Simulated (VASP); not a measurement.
Pt2C:

```
CELL_PARAMETERS angstrom
-1.55142 1.55142 3.80582
1.55142 -1.55142 3.80582
1.55142 1.55142 -3.80582
ATOMIC_POSITIONS crystal
Pt 0.66500 0.66500 0.00000
Pt 0.33500 0.33500 0.00000
C 0.00000 0.00000 0.00000
```

- Program: VASP 6.6.1
- Task: relaxation of cell and atoms
- Functional: PBE
- Potentials or basis: VASP PAW PBE potentials, release 64 (Pt, C)
- Cutoff: 600 eV
- k mesh: 8 × 8 × 8
- Occupations: gaussian, width 0.1 eV
- Spin: no spin polarisation

At the start: pressure 27.9 GPa; volume 12.21 Å³/atom.

Task: Where does the relaxation end?

Result: Over 14 steps the energy falls by 652.9 meV/atom and the volume is 12.58 Å³/atom (+3.0 %); space group I4/mmm (No. 139, to 0.05 Å).

Step by step:
```
step  energy change (eV)  largest force (eV/Å)  pressure (GPa)  volume (Å³)
   1              0.0000                1.4702           27.93        36.64
   2              0.3049                0.0487          -25.02        49.09
   3             -0.4108                0.4626           -4.23        41.33
   4             -0.4117                0.4854           -3.34        41.14
   5             -0.7415                0.9419           -7.83        41.20
   6             -1.4310                1.2877          -13.69        40.86
   7             -1.6309                0.4201           -1.17        38.61
   8             -1.8067                0.7312          -13.58        40.14
   9             -1.9340                0.3653            0.75        37.60
  10             -1.9370                0.4289           -1.36        37.90
  11             -1.9518                0.2827           -0.63        37.78
  12             -1.9585                0.0746            0.43        37.64
  13             -1.9585                0.0648            0.47        37.64
  14             -1.9588                0.0375           -0.10        37.73
```

Final structure:
```
Pt C
1.0
    -1.38115    1.38115    4.94469
     1.38115   -1.38115    4.94469
     1.38115    1.38115   -4.94469
Pt C
2 1
Cartesian
  0.0000 0.0000 6.3194
  0.0000 0.0000 3.5700
  0.0000 0.0000 0.0000
```
